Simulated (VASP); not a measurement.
Input of a VASP 6.6.1 run:

The input INCAR:

```
SYSTEM = Sn6Ge
  PREC = Accurate
  ENCUT = 500
  EDIFF = 1E-6
  ISMEAR = 0
  SIGMA = 0.1
  LREAL = .False.
  LASPH = .True.
  NELM = 120
  ALGO = Normal
  ISIF = 2
  LWAVE = .False.
  LCHARG = .False.
  GGA = PE
  NBANDS = 111
  GGA_COMPAT = .False.
```

The input KPOINTS:

```
regular mesh
0
Gamma
  3 3 3
  0 0 0
```

The input POSCAR:

```
Sn6Ge
1.0
    6.1462508010      3.5485395545      3.7780850299
   -6.1462508010      3.5485395545      3.7780850299
    0.0000000000     -7.0970791089      3.7780850299
Sn Ge
12 2
Direct
    0.8483692668      0.9855619073      0.5750636755
    0.1516307332      0.0144380927      0.4249363245
    0.7320985718      0.3083017594      0.6009702168
    0.2679014282      0.6916982406      0.3990297832
    0.4249363245      0.1516307332      0.0144380927
    0.5750636755      0.8483692668      0.9855619073
    0.3990297832      0.2679014282      0.6916982406
    0.6009702168      0.7320985718      0.3083017594
    0.9855619073      0.5750636755      0.8483692668
    0.0144380927      0.4249363245      0.1516307332
    0.3083017594      0.6009702168      0.7320985718
    0.6916982406      0.3990297832      0.2679014282
    0.8865314290      0.8865314290      0.8865314290
    0.1134685710      0.1134685710      0.1134685710
```

Potentials or basis: VASP PAW PBE potentials, release 64 (Sn_d, Ge_d).

Launch:

```console
$ cat potpaw_PBE.64/Sn_d/POTCAR potpaw_PBE.64/Ge_d/POTCAR > POTCAR
$ mpirun -np 1 vasp_std > vasp.out
```

Problem. Estimate the largest force.

Solution. 0.106 eV/Å.

Problem. Estimate the band gap on the k mesh.

Solution. Zero (bands 98 and 99 overlap by 0.13 eV).

Problem. Estimate the pressure.

Solution. -0.6 GPa.

Stress tensor (GPa, compression positive):
```
-0.53  0.00  0.00
 0.00 -0.53  0.00
 0.00  0.00 -0.83
```

Caveat: semilocal functionals underestimate gaps, so a narrow gap can read as zero; spin-orbit coupling is left out, which moves the levels of the heavy elements.
